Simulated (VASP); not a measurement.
# AlN (P6_3mc) in VASP: a series of runs

Aim: see how the results for AlN move with the level of theory and the settings. Levels: RPBE+D4, RPBE+D3(BJ). Tasks: single point, relaxation of cell and atoms.

Program: VASP 6.6.1. These are calculated values, not measurements. Logs are shortened: lines on timing, memory, paths and dates and some standing lists are left out, and cuts for length are marked.

**Measured values to compare with.**

From “Structural and optical properties of self-assembled AlN nanowires grown on SiO2/Si substrates by molecular beam epitaxy”, 2024, arxiv:2402.00216, for a bulk crystal of AlN at 0 K: band gap 6.0343 eV (an exciton energy, a little under the gap).

The runs below are set against these values where they give the same quantity.

### Step 1. The cell of the first run

It takes space group P6_3mc (No. 186, hexagonal). Conventional cell: a = 3.095 Å, b = 3.095 Å, c = 4.952 Å, α = 90.00°, β = 90.00°, γ = 120.00°. Al (site symmetry 3m) has 4 N at 1.88 to 1.89 Å within 2.5 Å. N (site symmetry 3m) has 4 Al at 1.88 to 1.89 Å within 2.5 Å.

### Step 2. Single point, RPBE+D4

INCAR

```
  PREC = Accurate
  ENCUT = 520
  EDIFF = 1E-6
  ISMEAR = -1
  SIGMA = 0.05
  LREAL = F
  LASPH = T
  NELM = 100
  ALGO = Normal
  ISIF = 2
  LWAVE = F
  LCHARG = T
  GGA = RP
  IVDW = 13
  LELF = T
  LVHAR = T
  NBANDS = 16
```

KPOINTS

```
Automatic mesh
0
Gamma
  10 10 6
```

POSCAR

```
AlN
1.0
    3.0951571753      0.0000000000      0.0000000000
   -1.5475785876      2.6804847425      0.0000000000
    0.0000000000      0.0000000000      4.9523041388
Al N
2 2
Direct
    0.6666666667      0.3333333333      0.4989708915
    0.3333333333      0.6666666667     -0.0010291085
    0.6666666667      0.3333333333      0.8810291085
    0.3333333333      0.6666666667      0.3810291085
```

Potentials or basis: VASP PAW PBE potentials, release 64 (Al, N).

On the command line:

```sh
> cat potpaw_PBE.64/Al/POTCAR potpaw_PBE.64/N/POTCAR > POTCAR
> mpirun -np 1 vasp_std > vasp.out
```

OUTCAR:

```text
PREC = Accurate
   ENCUT = 520
   EDIFF = 1E-6
   ISMEAR = -1
   LREAL = F
   LASPH = T
   NELM = 100
   ISIF = 2
   GGA = RP
   IVDW = 13

 ion  position               nearest neighbor table
   1  0.667  0.333  0.499-   4 1.88   4 1.88   4 1.88   3 1.89   2 3.05   2 3.05   2 3.05   2 3.05
                             2 3.05   2 3.05
   2  0.333  0.667  0.999-   3 1.88   3 1.88   3 1.88   4 1.89   1 3.05   1 3.05   1 3.05   1 3.05
                             1 3.05   1 3.05
   3  0.667  0.333  0.881-   2 1.88   2 1.88   2 1.88   1 1.89
   4  0.333  0.667  0.381-   1 1.88   1 1.88   1 1.88   2 1.89

  LATTYP: Found a hexagonal cell.
 ALAT       =     3.0951571753
 C/A-ratio  =     1.6000170131

  Lattice vectors:

 A1 = (   3.0951571753,   0.0000000000,   0.0000000000)
 A2 = (  -1.5475785876,   2.6804847425,   0.0000000000)
 A3 = (   0.0000000000,   0.0000000000,   4.9523041388)

Analysis of symmetry for initial positions (statically):
=====================================================================
 Subroutine PRICEL returns:
 Original cell was already a primitive cell.

 Routine SETGRP: Setting up the symmetry group for a
 hexagonal supercell.

 Subroutine GETGRP returns: Found 12 space group operations
 (whereof  6 operations were pure point group operations)
 out of a pool of 24 trial point group operations.

The static configuration has the point symmetry C_3v.
 The point group associated with its full space group is C_6v.

Analysis of symmetry for dynamics (positions and initial velocities):
=====================================================================
 Subroutine PRICEL returns:
 Original cell was already a primitive cell.

 Routine SETGRP: Setting up the symmetry group for a
 hexagonal supercell.

 Subroutine GETGRP returns: Found 12 space group operations
 (whereof  6 operations were pure point group operations)
 out of a pool of 24 trial point group operations.

The dynamic configuration has the point symmetry C_3v.
 The point group associated with its full space group is C_6v.

 Subroutine INISYM returns: Found 12 space group operations
 (whereof  6 operations are pure point group operations),
 and found     1 'primitive' translations

----------------------------------------------------------------------------------------

                                     Primitive cell

  volume of cell :      41.0869

  direct lattice vectors                    reciprocal lattice vectors
     3.095157175  0.000000000  0.000000000     0.323085370  0.186533425  0.000000000
[... 95 lines left out ...]
   NFREE  =      0    steps in history (QN), initial steepest desc. (CG)
   ISIF   =      2    stress and relaxation
   ISYM   =      2    0-nonsym 1-usesym 2-fastsym
   POTIM  = 0.5000    time-step for ionic-motion
   TEBEG  =    0.0;   TEEND  =   0.0 temperature during run
   PSTRESS=    0.0 pullay stress
   NELECT =      16.0000    total number of electrons
   NUPDOWN=      -1.0000    fix difference up-down
   EMIN   =  10.00;   EMAX   =-10.00  energy-range for DOS
   EFERMI =   0.00;   METHOD = LEGACY
   ISMEAR =    -1;   SIGMA  =   0.05  broadening in eV -4-tet -1-fermi 0-gaus
   EFERMI_NEDOS =   21; number of points for ismear=-14 and -15
   IALGO  =     38    algorithm
   IMIX   =      4    mixing-type and parameters
     AMIX     =   0.40;   BMIX     =  1.00
     AMIX_MAG =   1.60;   BMIX_MAG =  1.00
  volume/ion in A,a.u.               =      10.27        69.32
  Fermi-wavevector in a.u.,A,eV,Ry     =   1.195493  2.259154 19.445495  1.429204
  Thomas-Fermi vector in A             =   2.331457
   LORBIT       =      0    0 simple, 1 ext, 2 COOP (PROOUT), +10 PAW based schemes
   GGA     = RP    functional components
   LHFCALC =     F    Hartree Fock is set to
   AEXX    =    0.0000 exact exchange contribution
   IVDW    =    13    specifies the selected vdW correction
   LEPSILON=     F    determine dielectric tensor
   LRPA    =     F    only Hartree local field effects (RPA)
 non-spin polarized calculation
  energy-cutoff  :      520.00
  volume of cell :       41.09
 maximum number of plane-waves:      1124
 NGX is ok and might be reduce to    24
   NGX = 11   NGY = 11   NGZ = 19

 number of electron      15.9999996 magnetization

 Free energy of the ion-electron system (eV)
  ---------------------------------------------------
  ext. energy  EPLUGINS =         0.00000000
  ---------------------------------------------------
  free energy    TOTEN  =       -28.28451848 eV

  energy without entropy =      -28.28451848  energy(sigma->0) =      -28.28451848

 E-fermi :   7.4273     XC(G=0): -10.8544

 val. band max:        6.4359626360   @ k =   0.0000   0.0000   0.0000
 cond. band min:      10.8271737953   @ k =   0.0000   0.0000   0.0000
 fundamental gap:      4.3912111593
 Fermi energy:         7.4272664224

 k-point     1 :       0.0000    0.0000    0.0000
  band No.  band energies     occupation
      1      -8.9031      2.00000
      2      -6.7297      2.00000
      3       0.3925      2.00000
      4       5.5506      2.00000
      5       5.5506      2.00000
      6       6.2035      2.00000
[... 433 lines left out ...]
      3       0.9847      2.00000
      4       2.0103      2.00000
      5       3.3425      2.00000
      6       4.1228      2.00000
[... 8 lines left out ...]
     15      19.2628      0.00000
     16      21.6498      0.00000

 [... further k-points ...]

------------------------ aborting loop because EDIFF is reached ----------------------------------------

  DFT-D4 for vdW energy calculation

  Edisp (eV):   -2.60737

  FORCE on cell =-STRESS in cart. coord.  units (eV):
  Direction    XX          YY          ZZ          XY          YZ          ZX
  --------------------------------------------------------------------------------------
  -------------------------------------------------------------------------------------
  Total      -0.18336    -0.18336    -0.15845    -0.00000    -0.00000     0.00000
  in kB      -7.15011    -7.15011    -6.17873    -0.00000    -0.00000     0.00000
  external pressure =       -6.83 kB  Pullay stress =        0.00 kB

 VOLUME and BASIS-vectors are now :
 -----------------------------------------------------------------------------
  energy-cutoff  :      520.00
  volume of cell :       41.09
      direct lattice vectors                 reciprocal lattice vectors
     3.095157175  0.000000000  0.000000000     0.323085370  0.186533425  0.000000000
    -1.547578588  2.680484743  0.000000000     0.000000000  0.373066850  0.000000000
     0.000000000  0.000000000  4.952304139     0.000000000  0.000000000  0.201926209

 POSITION                                       TOTAL-FORCE (eV/Angst)
 -----------------------------------------------------------------------------------
      1.54758      0.89349      2.47106        -0.000000     -0.000000      0.002763
     -0.00000      1.78699      4.94721        -0.000000     -0.000000      0.002763
      1.54758      0.89349      4.36312         0.000000      0.000000     -0.002763
     -0.00000      1.78699      1.88697        -0.000000     -0.000000     -0.002763
 -----------------------------------------------------------------------------------
    total drift:                               -0.000000      0.000000     -0.000805

  FREE ENERGIE OF THE ION-ELECTRON SYSTEM (eV)
  ---------------------------------------------------
  free  energy   TOTEN  =       -30.8918864766 eV

  energy  without entropy=      -30.8918864766  energy(sigma->0) =      -30.89188648
```

OSZICAR:

```text
N       E                     dE             d eps       ncg     rms          rms(c)
DAV:   1     0.431221008521E+02    0.43122E+02   -0.72552E+03  1792   0.897E+02
DAV:   2    -0.295520077274E+02   -0.72674E+02   -0.66636E+02  2536   0.189E+02
DAV:   3    -0.329386938617E+02   -0.33867E+01   -0.33772E+01  2224   0.417E+01
DAV:   4    -0.329592537750E+02   -0.20560E-01   -0.20559E-01  2264   0.368E+00
DAV:   5    -0.329595237172E+02   -0.26994E-03   -0.26994E-03  2240   0.422E-01    0.125E+01
DAV:   6    -0.282359430622E+02    0.47236E+01   -0.10333E+01  2136   0.234E+01    0.458E+00
DAV:   7    -0.282745866136E+02   -0.38644E-01   -0.71120E-01  1952   0.593E+00    0.314E+00
DAV:   8    -0.282881419709E+02   -0.13555E-01   -0.52916E-02  1920   0.225E+00    0.564E-01
DAV:   9    -0.282836179615E+02    0.45240E-02   -0.11737E-02  2392   0.817E-01    0.252E-01
DAV:  10    -0.282846429374E+02   -0.10250E-02   -0.34477E-03  1912   0.368E-01    0.157E-01
DAV:  11    -0.282845104731E+02    0.13246E-03   -0.34266E-04  2064   0.144E-01    0.319E-02
DAV:  12    -0.282845187968E+02   -0.83238E-05   -0.22722E-05  1992   0.380E-02    0.104E-02
DAV:  13    -0.282845184791E+02    0.31776E-06   -0.67820E-06  2112   0.203E-02
   1 F= -.30891886E+02 E0= -.30891886E+02  d E =-.294492E-10
```

stdout:

```text
POSCAR found type information on POSCAR AlN
 POSCAR found :  2 types and       4 ions
 scaLAPACK will be used
 -----------------------------------------------------------------------------
|                                                                             |
|                                                                             |
|     You enforced a specific xc type in the INCAR file but a different       |
|     I HOPE YOU KNOW WHAT YOU ARE DOING!                                     |
|                                                                             |
 -----------------------------------------------------------------------------

 LDA part: xc-table for (Slater+PW92), standard interpolation
 POSCAR, INCAR and KPOINTS ok, starting setup
 FFT: planning ... GRIDC
 FFT: planning ... GRID_SOFT
 FFT: planning ... GRID
 WAVECAR not read
 entering main loop
```

It took 14 s on 1 thread of Intel Xeon 6975P-C (Granite Rapids), shared host; peak memory 0.17 GiB.

What came out:

```yaml
Free_energy: -30.8919 eV
Pressure: -0.7 GPa
Band_gap_on_the_k_mesh: 4.39 eV, direct
Dispersion_energy_per_atom: -0.652 eV
```

Forces in eV/Å, atoms in the order of the input:
```
Al   0.000  0.000  0.003
Al   0.000  0.000  0.003
N    0.000  0.000 -0.003
N    0.000  0.000 -0.003
```

Stress tensor (GPa, compression positive):
```
-0.72  0.00  0.00
 0.00 -0.72  0.00
 0.00  0.00 -0.62
```

Levels at points of the mesh, in eV from the valence-band top:
```tsv
k point	band 6	band 7	band 8	band 9	band 10	band 11
(0.00, 0.00, 0.00)	-0.23	-0.23	0.00	4.39	6.88	10.84
(0.50, 0.00, 0.00)	-2.12	-1.79	-0.70	5.90	5.94	8.40
(0.00, 0.00, 0.50)	-0.57	-0.57	-0.57	6.67	6.67	10.55
(0.50, 0.00, 0.50)	-1.49	-1.38	-1.38	5.43	5.43	9.44
```

Caveat: the PAW data sets were made with another functional, which shifts forces and pressure a little.

### Step 3. Relaxation of cell and atoms, RPBE+D3(BJ)

This run uses another cell than the first one, of 10.45 Å³/atom, 1.017 times its volume.

INCAR

```
SYSTEM = AlN
ALGO = Normal ; EDIFF = 1E-6
EDIFFG = -0.01 ; ENCUT = 600
GGA = RP ; IBRION = 2
ISIF = 3 ; ISMEAR = -1
IVDW = 12 ; LASPH = .TRUE.
LCHARG = .FALSE. ; LREAL = .FALSE.
LWAVE = .FALSE. ; NELM = 80
NSW = 60 ; PREC = Accurate
SIGMA = 0.05
```

KPOINTS

```
k-points
0
G
  10 10 6
  0 0 0
```

POSCAR

```
AlN
1.0
    3.1130000000      0.0000000000      0.0000000000
   -1.5565000000      2.6959370820      0.0000000000
    0.0000000000      0.0000000000      4.9810000000
Al N
2 2
Direct
    0.6666666667      0.3333333333      0.5000000000
    0.3333333333      0.6666666667      0.0000000000
    0.6666666667      0.3333333333      0.8800000000
    0.3333333333      0.6666666667      0.3800000000
```

Potentials or basis: VASP PAW PBE potentials, release 64 (Al, N).

On the command line:

```sh
> cat potpaw_PBE.64/Al/POTCAR potpaw_PBE.64/N/POTCAR > POTCAR
> mpirun -np 1 vasp_std > vasp.out
```

Wall time 70 s (1 thread of Intel Xeon 6975P-C (Granite Rapids), shared host); peak memory 0.21 GiB.

Results (log left out):

| Quantity | Value |
| --- | --- |
| Free energy | -32.9672 eV |
| Relaxed volume | 9.72 Å³/atom |
| Relaxed cell | a = 3.047 Å, b = 3.047 Å, c = 4.836 Å, α = 90.00°, β = 90.00°, γ = 120.00° |
| Space group after relaxing (to 0.05 Å) | P6_3mc (No. 186) |
| Energy gained by relaxing | 35.3 meV/atom |
| Ionic steps | 8 |
| Pressure after relaxing | 0.0 GPa |
| Band gap on the k mesh | 4.82 eV, direct |
| Dispersion energy per atom | -1.228 eV |

The path:
```csv
step,energy change (eV),largest force (eV/Å),pressure (GPa),volume (Å³)
1,0.0000,0.1509,-14.40,41.80
2,-0.0013,0.0847,18.11,36.37
3,-0.1390,0.0592,-0.15,38.95
4,-0.1390,0.0569,0.17,38.90
5,-0.1405,0.0611,0.19,38.88
6,-0.1410,0.0678,0.22,38.86
7,-0.1408,0.0899,-0.27,38.93
8,-0.1414,0.0001,0.01,38.89
```

Final structure:
```
Al N
1.0
     3.04739    0.00000    0.00000
    -1.52370    2.63912    0.00000
     0.00000    0.00000    4.83609
Al N
2 2
Direct
  0.66667 0.33333 0.49767
  0.33333 0.66667 0.99767
  0.66667 0.33333 0.88233
  0.33333 0.66667 0.38233
```

Levels at points of the mesh, in eV from the valence-band top:
```tsv
k point	band 5	band 6	band 7	band 8	band 9	band 10	band 11	band 12
(0.00, 0.00, 0.00)	-1.03	-0.35	-0.35	0.00	4.82	7.23	11.29	11.59
(0.50, 0.00, 0.00)	-3.56	-2.31	-1.92	-0.80	6.02	6.03	8.80	10.81
(0.00, 0.00, 0.50)	-0.70	-0.70	-0.70	-0.70	7.06	7.06	10.99	10.99
(0.50, 0.00, 0.50)	-1.64	-1.64	-1.46	-1.46	5.58	5.58	9.70	9.70
```

Caveat: the PAW data sets were made with another functional, which shifts forces and pressure a little. A k mesh can miss the band edges.

### Step 4. Against experiment

Step 2. A measured gap of AlN is 6.0343 eV (an exciton energy, a little under the gap; 0 K; quoted in “Structural and optical properties of self-assembled AlN nanowires grown on SiO2/Si substrates by molecular beam epitaxy”, 2024, arxiv:2402.00216); the calculated 4.39 eV misses it by -1.64 eV. 2 values of this kind are on record (6.034 to 6.0343 eV); this one was drawn at random. The value is that of RPBE+D4 on a finite k mesh, which can miss the band edges, without temperature or zero-point motion. Semilocal functionals fall short of measured gaps as a rule.
